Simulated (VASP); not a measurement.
# As in VASP: further runs, part 2 of 2

VASP 6.6.1. Earlier steps stand in the parts before.

### 3 Single point, PBE

INCAR reads:

```
PREC = Accurate ; ENCUT = 520
EDIFF = 1E-6 ; ISMEAR = 0
SIGMA = 0.02 ; LREAL = False
LASPH = True ; NELM = 60
ALGO = Normal ; ISIF = 2
LWAVE = False ; LCHARG = False
LDIPOL = True ; IDIPOL = 3
DIPOL = 0.5 0.5 0.500 ; GGA = PE
NBANDS = 12
```

KPOINTS reads:

```
Automatic mesh
0
Gamma
  9 9 1
```

POSCAR reads:

```
As
1.0
    3.4970000000      0.0000000000      0.0000000000
   -1.7485000000      3.0284908370      0.0000000000
    0.0000000000      0.0000000000     28.0000000000
As
2
Direct
    0.3333333333      0.6666666667      0.5212857143
    0.6666666667      0.3333333333      0.4787142857
```

Potentials or basis: VASP PAW PBE potentials, release 64 (As).

Run with:

```bash
$ cat potpaw_PBE.64/As/POTCAR > POTCAR
$ mpirun -np 1 vasp_std > vasp.out
```

OUTCAR:

```text
PREC = Accurate
   ENCUT = 520
   EDIFF = 1E-6
   ISMEAR = 0
   LREAL = False
   LASPH = True
   NELM = 60
   ISIF = 2
   GGA = PE

 ion  position               nearest neighbor table
   1  0.333  0.667  0.521-   2 2.34   2 2.34   2 2.34
   2  0.667  0.333  0.479-   1 2.34   1 2.34   1 2.34

  LATTYP: Found a hexagonal cell.
 ALAT       =     3.4970000000
 C/A-ratio  =     8.0068630255

  Lattice vectors:

 A1 = (   3.4970000000,   0.0000000000,   0.0000000000)
 A2 = (  -1.7485000000,   3.0284908370,   0.0000000000)
 A3 = (   0.0000000000,   0.0000000000,  28.0000000000)

Analysis of symmetry for initial positions (statically):
=====================================================================
 Subroutine PRICEL returns:
 Original cell was already a primitive cell.

 Routine SETGRP: Setting up the symmetry group for a
 hexagonal supercell.

 Subroutine GETGRP returns: Found 12 space group operations
 (whereof 12 operations were pure point group operations)
 out of a pool of 24 trial point group operations.

The static configuration has the point symmetry D_3d.

Analysis of symmetry for dynamics (positions and initial velocities):
=====================================================================
[... 323 lines left out ...]
  band No.  band energies     occupation
      1     -14.9350      2.00000
      2     -14.9350      2.00000
      3      -9.7232      2.00000
      4      -6.1135      2.00000
      5      -6.1135      2.00000
      6      -1.7442      0.00000
      7       1.3947      0.00000
      8       1.3947      0.00000
      9       4.0915      0.00000
     10       4.6991      0.00000
     11       4.6991      0.00000
     12       5.4551      0.00000

------------------------ aborting loop because EDIFF is reached ----------------------------------------

 vacuum level on the upper side and lower side of the slab       (xc-potential included)        -0.007        -0.007

  FORCE on cell =-STRESS in cart. coord.  units (eV):
  Direction    XX          YY          ZZ          XY          YZ          ZX
  --------------------------------------------------------------------------------------
  -------------------------------------------------------------------------------------
  Total        3.8776333      3.8776333      4.2932688      0.0000000      0.0000000      0.0000000
  in kB       20.9506444     20.9506444     23.1963010      0.0000000      0.0000000      0.0000000
  external PRESSURE =      21.6991966 kB  Pullay stress =       0.0000000 kB

 VOLUME and BASIS-vectors are now :
 -----------------------------------------------------------------------------
  energy-cutoff  :      520.00
  volume of cell :      296.54
      direct lattice vectors                 reciprocal lattice vectors
     3.497000000  0.000000000  0.000000000     0.285959394  0.165098733  0.000000000
    -1.748500000  3.028490837  0.000000000     0.000000000  0.330197466  0.000000000
     0.000000000  0.000000000 28.000000000     0.000000000  0.000000000  0.035714286

 POSITION                                       TOTAL-FORCE (eV/Angst)
 -----------------------------------------------------------------------------------
     -0.00000      2.01899     14.59600        -0.000000      0.000000      3.603144
      1.74850      1.00950     13.40400         0.000000      0.000000     -3.603144
 -----------------------------------------------------------------------------------
    total drift:                                0.000000     -0.000000      0.000000

  FREE ENERGIE OF THE ION-ELECTRON SYSTEM (eV)
  ---------------------------------------------------
  free  energy   TOTEN  =        -8.8725206885 eV

  energy  without entropy=       -8.8725206885  energy(sigma->0) =       -8.87252069

 vacuum level on the upper side and lower side of the slab         1.466         1.466
```

OSZICAR:

```text
N       E                     dE             d eps       ncg     rms          rms(c)
DAV:   1     0.692989181574E+02    0.69299E+02   -0.28207E+03   288   0.537E+02
DAV:   2    -0.843511210080E+00   -0.70142E+02   -0.59291E+02   428   0.904E+01
DAV:   3    -0.883884540951E+01   -0.79953E+01   -0.79684E+01   424   0.400E+01
DAV:   4    -0.898211888906E+01   -0.14327E+00   -0.14317E+00   408   0.602E+00
DAV:   5    -0.898322880736E+01   -0.11099E-02   -0.11099E-02   388   0.472E-01    0.429E+00
DAV:   6    -0.890543201816E+01    0.77797E-01   -0.44933E-02   380   0.102E+00    0.261E+00
DAV:   7    -0.887222910460E+01    0.33203E-01   -0.92262E-02   348   0.147E+00    0.165E-01
DAV:   8    -0.887227548057E+01   -0.46376E-04   -0.51341E-03   332   0.387E-01    0.589E-02
DAV:   9    -0.887237041470E+01   -0.94934E-04   -0.18516E-04   420   0.795E-02    0.208E-02
DAV:  10    -0.887241158464E+01   -0.41170E-04   -0.19169E-05   356   0.248E-02    0.743E-03
DAV:  11    -0.887244367503E+01   -0.32090E-04   -0.12677E-05   356   0.169E-02    0.383E-03
DAV:  12    -0.887248092471E+01   -0.37250E-04   -0.95165E-06   372   0.922E-03    0.425E-03
DAV:  13    -0.887250306120E+01   -0.22136E-04   -0.23496E-06   360   0.482E-03    0.323E-03
DAV:  14    -0.887250830502E+01   -0.52438E-05   -0.53527E-07   404   0.237E-03    0.722E-04
DAV:  15    -0.887251477745E+01   -0.64724E-05   -0.19061E-07   360   0.141E-03    0.842E-04
DAV:  16    -0.887251759014E+01   -0.28127E-05   -0.41267E-08   332   0.637E-04    0.178E-04
DAV:  17    -0.887252024071E+01   -0.26506E-05   -0.11332E-07   364   0.595E-04    0.148E-04
DAV:  18    -0.887252068847E+01   -0.44776E-06   -0.19396E-09   284   0.144E-04
   1 F= -.88725207E+01 E0= -.88725207E+01  d E =-.187398E-19
```

stdout:

```text
POSCAR found type information on POSCAR As
 POSCAR found :  1 types and       2 ions
 scaLAPACK will be used
 LDA part: xc-table for (Slater+PW92), standard interpolation
 POSCAR, INCAR and KPOINTS ok, starting setup
 FFT: planning ... GRIDC
 FFT: planning ... GRID_SOFT
 FFT: planning ... GRID
 WAVECAR not read
 entering main loop
```

It took 85 s on 1 thread of Intel Xeon Platinum 8259CL at 2.50GHz (Skylake/Cascade Lake), shared host; peak memory 0.39 GiB.

Results:

```yaml
Free_energy: -8.8725 eV
Largest_force: 3.603 eV/Å
Band_gap_on_the_k_mesh: 1.46 eV (least direct gap 1.77 eV)
```

Forces in eV/Å, atoms in the order of the input:
```
As   0.000  0.000  3.603
As   0.000  0.000 -3.603
```

Levels at points of the mesh, in eV from the valence-band top:
| k point | band 1 | band 2 | band 3 | band 4 | band 5 | band 6 | band 7 | band 8 | band 9 | band 10 |
| --- | --- | --- | --- | --- | --- | --- | --- | --- | --- | --- |
| (0.00, 0.00, 0.00) | -14.90 | -6.81 | -0.79 | -0.79 | -0.19 | 1.75 | 3.46 | 3.46 | 4.93 | 5.33 |

### 4 Single point, PBE

INCAR reads:

```
SYSTEM = As
PREC = Accurate ; ENCUT = 520
EDIFF = 1E-7 ; ISMEAR = 0
SIGMA = 0.02 ; LREAL = .FALSE.
LASPH = .TRUE. ; NELM = 100
ALGO = Normal ; ISIF = 2
LWAVE = .FALSE. ; LCHARG = .FALSE.
LDIPOL = .TRUE. ; IDIPOL = 3
DIPOL = 0.5 0.5 0.500 ; GGA = PE
NBANDS = 12
```

KPOINTS reads:

```
regular mesh
0
G
  9 9 1
  0 0 0
```

POSCAR reads:

```
As
1.0
    3.4970000000      0.0000000000      0.0000000000
   -1.7485000000      3.0284908370      0.0000000000
    0.0000000000      0.0000000000     28.0000000000
As
2
Direct
    0.3333333333      0.6666666667      0.5319285714
    0.6666666667      0.3333333333      0.4680714286
```

Run with:

```bash
$ cat potpaw_PBE.64/As/POTCAR > POTCAR
$ mpirun -np 1 vasp_std > vasp.out
```

Run time: 1.8 min. Hardware: 1 thread of Intel Xeon Platinum 8259CL at 2.50GHz (Skylake/Cascade Lake), shared host; peak memory 0.4 GiB.

It converged, with:

* Free energy: -8.6014 eV
* Largest force: 2.656 eV/Å
* Band gap on the k mesh: zero (bands 5 and 6 overlap by 0.69 eV)

Forces in eV/Å, atoms in the order of the input:
```
As   0.000  0.000 -2.656
As   0.000  0.000  2.656
```

Levels at points of the mesh, in eV from the Fermi level:
```csv
k point,band 3,band 4,band 5,band 6,band 7,band 8
"(0.00, 0.00, 0.00)",-2.81,0.42,0.42,1.48,2.74,2.74
```

### 5 Summary

| cell | gap on the mesh (eV) | largest force (eV/Å) |
| --- | --- | --- |
| as given, atomic positions A | none | 6.41 |
| as given, atomic positions B | 1.46 | 3.60 |
| as given, atomic positions C | none | 2.66 |

Alike in all rows: task single point; level PBE; potentials or basis VASP PAW PBE potentials, release 64 (As); no spin polarisation; k mesh 9 × 9 × 1; cutoff (eV) 520; smearing gaussian 0.02 eV.

Total energies depend on the potentials used, so only differences within one code and one set of settings carry meaning.
